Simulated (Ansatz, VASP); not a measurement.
Two plane-wave programs on TaN

INCAR

```
  ALGO = Normal
  EDIFF = 1E-6
  ENCUT = 520
  GGA = PS
  ISIF = 2
  ISMEAR = 1
  LASPH = True
  LCHARG = False
  LREAL = False
  LWAVE = False
  NBANDS = 15
  NELM = 80
  PREC = Accurate
  SIGMA = 0.3
```

The input KPOINTS:

```
k-points
0
Gamma
  10 10 9
```

Contents of POSCAR:

```
TaN
1.0
    2.9380000000      0.0000000000      0.0000000000
   -1.4690000000      2.5443826363      0.0000000000
    0.0000000000      0.0000000000      2.8830000000
Ta N
1 1
Direct
    0.0000000000      0.0000000000      0.5000000000
    0.6666666667      0.3333333333      0.0000000000
```

Input for Ansatz:

```yaml
crystal:
  lattice:
    a: 2.938
    b: 2.938
    c: 2.883
    alpha: 90.0
    beta: 90.0
    gamma: 120.0
  space_group: 187
  atoms:
    - { symbol: Ta, position: [0.0, 0.0, 0.5] }
    - { symbol: "N", position: [0.6666666666666666, 0.3333333333333333, 0.0] }
basis:
  ecutwfc: 421.77648681281397
kpoints:
  mp_grid:
    grid: [10, 10, 9]
hamiltonian:
  xc: pbesol
scf:
  occupations:
    method: methfessel_paxton
    width: 0.3
output:
  forces: true
  stress: true
```

Alike in both runs: task single point; functional PBEsol; k mesh 10 × 10 × 9; occupations methfessel-paxton of order 1, width 0.3 eV; no spin polarisation.

|  | VASP | Ansatz |
| --- | --- | --- |
| version | VASP 6.6.1 | Ansatz 0.2.0 |
| potentials or method | VASP PAW PBE potentials, release 64 (Ta_pv, N), cutoff 520 eV | plane waves, PAW |
| valence electrons in the cell | 16 | 18 |

```csv
,VASP,Ansatz,Ansatz less VASP
pressure (GPa),-4.1,-4.9,-0.79
"traceless stress, the component that is largest in VASP (GPa)",-0.04,-0.17,-0.133
```

VASP's potentials were made for PBE, not for PBEsol. With one functional, cell and mesh, what is left measures potentials, basis and numerics. VASP's potentials hold 16 valence electrons a cell and Ansatz's 18, so a difference there can come from the potentials and not from the codes.

Spin-orbit coupling is off throughout.
